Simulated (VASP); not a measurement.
A run of VASP 6.6.1 is set up as follows.

INCAR

```
SYSTEM = GaN
  PREC = Accurate
  ENCUT = 1330
  EDIFF = 1E-6
  ISMEAR = 0
  SIGMA = 0.03
  LREAL = .False.
  LASPH = .True.
  NELM = 120
  ALGO = Normal
  ISIF = 2
  LWAVE = .False.
  LCHARG = .True.
  LELF = .True.
  LVHAR = .True.
  NBANDS = 16
  GGA_COMPAT = .False.
```

The input KPOINTS:

```
regular mesh
0
Gamma
  14 14 14
  0 0 0
```

Contents of POSCAR:

```
GaN
1.0
    0.0186833063      2.1352350000      2.1352350000
    2.1539183062      0.0000000000      2.1539183062
    2.1352350000      2.1352350000      0.0186833063
Ga N
1 1
Direct
    0.0000000000      0.0000000000      0.0000000000
    0.5000000000      0.5000000000      0.5000000000
```

Potentials or basis: VASP PAW LDA potentials, release 64 (Ga_d, N_h).

Command:

```console
$ cat potpaw_LDA.64/Ga_d/POTCAR potpaw_LDA.64/N_h/POTCAR > POTCAR
$ mpirun -np 1 vasp_std > vasp.out
```

(1) Estimate the band gap on the k mesh.

(2) Estimate the pressure.

Results:

(1) 0.14 eV (least direct gap 2.33 eV).

(2) -12.7 GPa.

Caveat: the cell differs from its parent crystal (strain +0.0175 x Voigt [0, 0, 0, 0, 1, 0]); the cell stands under tension; semilocal functionals underestimate gaps, and a narrow one can read as zero.
